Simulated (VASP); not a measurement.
# Ga2O3 (C2/m) in VASP: single point with PBEsol

Aim: the single point of Ga2O3 with PBEsol.

Program: VASP 6.6.1. These are calculated values, not measurements. Logs are shortened: lines on timing, memory, paths and dates and some standing lists are left out, and cuts for length are marked.

## 1. The cell of the first run

Symmetry: C2/m, No. 12, monoclinic system. Conventional cell: a = 12.277 Å, b = 3.047 Å, c = 5.811 Å, α = 90.00°, β = 103.71°, γ = 90.00°. Within 2.6 Å of Ga (site symmetry m) lie 6 O at 1.94 to 2.08 Å. Within 2.4 Å of Ga (site symmetry m) lie 4 O at 1.84 to 1.87 Å. Within 2.4 Å of O (site symmetry m) lie 3 Ga at 1.84 to 1.94 Å. Within 2.5 Å of O (site symmetry m) lie 4 Ga at 1.87 to 2.08 Å. O (site symmetry m) has 3 Ga at 1.84 to 1.95 Å within 2.4 Å.

## 2. Single point, PBEsol

INCAR

```
SYSTEM = Ga2O3
PREC = Accurate
ENCUT = 520
EDIFF = 1E-7
ISMEAR = 0
SIGMA = 0.02
LREAL = .False.
LASPH = .True.
NELM = 100
ALGO = Normal
ISIF = 2
LWAVE = .False.
LCHARG = .True.
GGA = PS
LELF = .True.
LVHAR = .True.
NBANDS = 55
```

KPOINTS

```
regular mesh
0
Gamma
  10 10 6
  0 0 0
```

POSCAR

```
Ga2O3
1.0
    6.1387111818     -1.5236550128      0.0036337028
    6.1387111818      1.5236550128      0.0036337028
   -1.3804432083      0.0000000000      5.6441810325
Ga O
4 6
Direct
    0.3412681387      0.3412681387      0.6854226212
    0.6587318613      0.6587318613      0.3145773788
    0.9094801623      0.9094801623      0.2046027052
    0.0905198377      0.0905198377      0.7953972948
    0.5037665332      0.5037665332      0.7440692520
    0.4962334668      0.4962334668      0.2559307480
    0.8267804943      0.8267804943      0.4372337357
    0.1732195057      0.1732195057      0.5627662643
    0.1652766839      0.1652766839      0.1095913514
    0.8347233161      0.8347233161      0.8904086486
```

Potentials or basis: VASP PAW PBE potentials, release 64 (Ga_d, O).

Launch:

```
$ cat potpaw_PBE.64/Ga_d/POTCAR potpaw_PBE.64/O/POTCAR > POTCAR
$ mpirun -np 1 vasp_std > vasp.out
```

OUTCAR:

```text
SYSTEM = Ga2O3
   PREC = Accurate
   ENCUT = 520
   EDIFF = 1E-7
   ISMEAR = 0
   LREAL = .False.
   LASPH = .True.
   NELM = 100
   ISIF = 2
   GGA = PS

 ion  position               nearest neighbor table
   1  0.341  0.341  0.685-   5 1.94  10 1.95  10 1.95   8 2.02   7 2.08   7 2.08
   2  0.659  0.659  0.315-   6 1.94   9 1.95   9 1.95   7 2.02   8 2.08   8 2.08
   3  0.909  0.909  0.205-  10 1.84   6 1.84   6 1.84   7 1.87
   4  0.091  0.091  0.795-   9 1.84   5 1.84   5 1.84   8 1.87
   5  0.504  0.504  0.744-   4 1.84   4 1.84   1 1.94
   6  0.496  0.496  0.256-   3 1.84   3 1.84   2 1.94
   7  0.827  0.827  0.437-   3 1.87   2 2.02   1 2.08   1 2.08
   8  0.173  0.173  0.563-   4 1.87   1 2.02   2 2.08   2 2.08
   9  0.165  0.165  0.110-   4 1.84   2 1.95   2 1.95
  10  0.835  0.835  0.890-   3 1.84   1 1.95   1 1.95

  LATTYP: Found a base centered monoclinic cell.
 ALAT       =    12.2774245145
 B/A-ratio  =     0.2482043381
 C/A-ratio  =     0.4732704642
 COS(beta)  =    -0.2370005927

  Lattice vectors:

 A1 = (   6.1387111818,  -1.5236550128,   0.0036337028)
 A2 = (   6.1387111818,   1.5236550128,   0.0036337028)
 A3 = (  -1.3804432083,   0.0000000000,   5.6441810325)

Analysis of symmetry for initial positions (statically):
=====================================================================
 Subroutine PRICEL returns:
 Original cell was already a primitive cell.

 Routine SETGRP: Setting up the symmetry group for a
 base centered monoclinic supercell.

 Subroutine GETGRP returns: Found  4 space group operations
 (whereof  4 operations were pure point group operations)
 out of a pool of  4 trial point group operations.

The static configuration has the point symmetry C_2h.

Analysis of symmetry for dynamics (positions and initial velocities):
=====================================================================
 Subroutine PRICEL returns:
 Original cell was already a primitive cell.

 Routine SETGRP: Setting up the symmetry group for a
 base centered monoclinic supercell.

 Subroutine GETGRP returns: Found  4 space group operations
 (whereof  4 operations were pure point group operations)
 out of a pool of  4 trial point group operations.

The dynamic configuration has the point symmetry C_2h.

 Subroutine INISYM returns: Found  4 space group operations
 (whereof  4 operations are pure point group operations),
 and found     1 'primitive' translations

[... 117 lines left out ...]
   ISYM   =      2    0-nonsym 1-usesym 2-fastsym
   POTIM  = 0.5000    time-step for ionic-motion
   TEBEG  =    0.0;   TEEND  =   0.0 temperature during run
   PSTRESS=    0.0 pullay stress
   NELECT =      88.0000    total number of electrons
   NUPDOWN=      -1.0000    fix difference up-down
   EMIN   =  10.00;   EMAX   =-10.00  energy-range for DOS
   EFERMI =   0.00;   METHOD = LEGACY
   ISMEAR =     0;   SIGMA  =   0.02  broadening in eV -4-tet -1-fermi 0-gaus
   EFERMI_NEDOS =   21; number of points for ismear=-14 and -15
   IALGO  =     38    algorithm
   IMIX   =      4    mixing-type and parameters
     AMIX     =   0.40;   BMIX     =  1.00
     AMIX_MAG =   1.60;   BMIX_MAG =  1.00
  volume/ion in A,a.u.               =      10.56        71.26
  Fermi-wavevector in a.u.,A,eV,Ry     =   1.540576  2.911267 32.291726  2.373375
  Thomas-Fermi vector in A             =   2.646644
   LORBIT       =      0    0 simple, 1 ext, 2 COOP (PROOUT), +10 PAW based schemes
   GGA     = PS    functional components
   LHFCALC =     F    Hartree Fock is set to
   AEXX    =    0.0000 exact exchange contribution
   IVDW    =     0    specifies the selected vdW correction
   LEPSILON=     F    determine dielectric tensor
   LRPA    =     F    only Hartree local field effects (RPA)
 non-spin polarized calculation
 Gauss-broadening in eV      SIGMA  =   0.02
  energy-cutoff  :      520.00
  volume of cell :      105.60
 maximum number of plane-waves:      2868
   NGX = 23   NGY = 23   NGZ = 21

 number of electron      88.0000013 magnetization

 Free energy of the ion-electron system (eV)
  ---------------------------------------------------
  ext. energy  EPLUGINS =         0.00000000
  ---------------------------------------------------
  free energy    TOTEN  =       -63.89548841 eV

  energy without entropy =      -63.89548841  energy(sigma->0) =      -63.89548841

 E-fermi :   3.7796     XC(G=0): -11.8584

 val. band max:        3.6692859239   @ k =   0.5000   0.4000   0.5000
 cond. band min:       5.8916189138   @ k =   0.0000   0.0000   0.0000
 fundamental gap:      2.2223329899
 Fermi energy:         3.7796353002

 k-point     1 :       0.0000    0.0000    0.0000
  band No.  band energies     occupation
      1     -15.1864      2.00000
      2     -13.9947      2.00000
      3     -13.9760      2.00000
      4     -13.8687      2.00000
      5     -13.3878      2.00000
      6     -13.3763      2.00000
[... 1381 lines left out ...]
     54      14.8187      0.00000
     55      16.0416      0.00000

 [... further k-points ...]

------------------------ aborting loop because EDIFF is reached ----------------------------------------

  FORCE on cell =-STRESS in cart. coord.  units (eV):
  Direction    XX          YY          ZZ          XY          YZ          ZX
  --------------------------------------------------------------------------------------
  -------------------------------------------------------------------------------------
  Total        0.1644064      0.2738334      0.2002617      0.0000000      0.0000000      0.0037881
  in kB        2.4944316      4.1546968      3.0384414      0.0000000      0.0000000      0.0574743
  external PRESSURE =       3.2291899 kB  Pullay stress =       0.0000000 kB

 VOLUME and BASIS-vectors are now :
 -----------------------------------------------------------------------------
  energy-cutoff  :      520.00
  volume of cell :      105.60
      direct lattice vectors                 reciprocal lattice vectors
     6.138711182 -1.523655013  0.003633703     0.081438531 -0.328158275  0.019918083
     6.138711182  1.523655013  0.003633703     0.081438531  0.328158275  0.019918083
    -1.380443208  0.000000000  5.644181032    -0.000104860  0.000000000  0.177147976

 POSITION                                       TOTAL-FORCE (eV/Angst)
 -----------------------------------------------------------------------------------
      3.24371      0.00000      3.87113         0.009885      0.000000      0.019904
      7.65327      0.00000      1.78032        -0.009885      0.000000     -0.019904
     10.88363      0.00000      1.16142         0.002424      0.000000     -0.001756
      0.01335      0.00000      4.49002        -0.002424      0.000000      0.001756
      5.15781      0.00000      4.20332         0.005353      0.000000      0.000247
      5.73917      0.00000      1.44813        -0.005353      0.000000     -0.000247
      9.54716      0.00000      2.47383         0.013525      0.000000     -0.013552
      1.34982      0.00000      3.17761        -0.013525      0.000000      0.013552
      1.87789      0.00000      0.61975         0.006444      0.000000     -0.016057
      9.01909      0.00000      5.03169        -0.006444      0.000000      0.016057
 -----------------------------------------------------------------------------------
    total drift:                                0.000000      0.000000     -0.000000

  FREE ENERGIE OF THE ION-ELECTRON SYSTEM (eV)
  ---------------------------------------------------
  free  energy   TOTEN  =       -63.8954884144 eV

  energy  without entropy=      -63.8954884144  energy(sigma->0) =      -63.89548841
```

It took 63 min on 1 thread of Oxide Virtual Turin-like, shared host; peak memory 0.79 GiB.

Results:

```yaml
Free_energy: -63.8955 eV
Pressure: 0.3 GPa
Largest_force: 0.022 eV/Å
Band_gap_on_the_k_mesh: 2.22 eV (least direct gap 2.24 eV)
```

Forces on the atoms (eV/Å):
```
Ga   0.010  0.000  0.020
Ga  -0.010  0.000 -0.020
Ga   0.002  0.000 -0.002
Ga  -0.002  0.000  0.002
O    0.005  0.000  0.000
O   -0.005  0.000  0.000
O    0.014  0.000 -0.014
O   -0.014  0.000  0.014
O    0.006  0.000 -0.016
O   -0.006  0.000  0.016
```

Stress tensor (GPa, compression positive):
```
0.25 0.00 0.01
0.00 0.42 0.00
0.01 0.00 0.30
```

Levels at points of the mesh, in eV from the valence-band top:
```tsv
k point	band 40	band 41	band 42	band 43	band 44	band 45	band 46	band 47	band 48	band 49
(0.00, 0.00, 0.00)	-0.70	-0.69	-0.50	-0.30	-0.02	2.22	5.52	6.54	6.57	7.58
(0.50, 0.00, 0.00)	-1.32	-0.78	-0.73	-0.48	-0.11	5.46	6.34	7.06	7.31	7.82
(0.50, 0.50, 0.00)	-1.10	-0.70	-0.68	-0.42	-0.16	4.41	4.66	5.63	6.39	7.77
(0.00, 0.00, 0.50)	-1.43	-0.68	-0.66	-0.51	-0.31	4.61	4.74	6.56	7.03	7.57
(0.50, 0.00, 0.50)	-1.27	-1.11	-1.07	-0.75	-0.66	6.73	6.77	7.66	7.84	8.26
(0.50, 0.50, 0.50)	-0.73	-0.66	-0.62	-0.60	-0.01	5.02	5.15	6.06	6.37	6.81
```

Caveat: the PAW data sets were made with another functional, which shifts forces and pressure a little. A k mesh can miss the band edges.
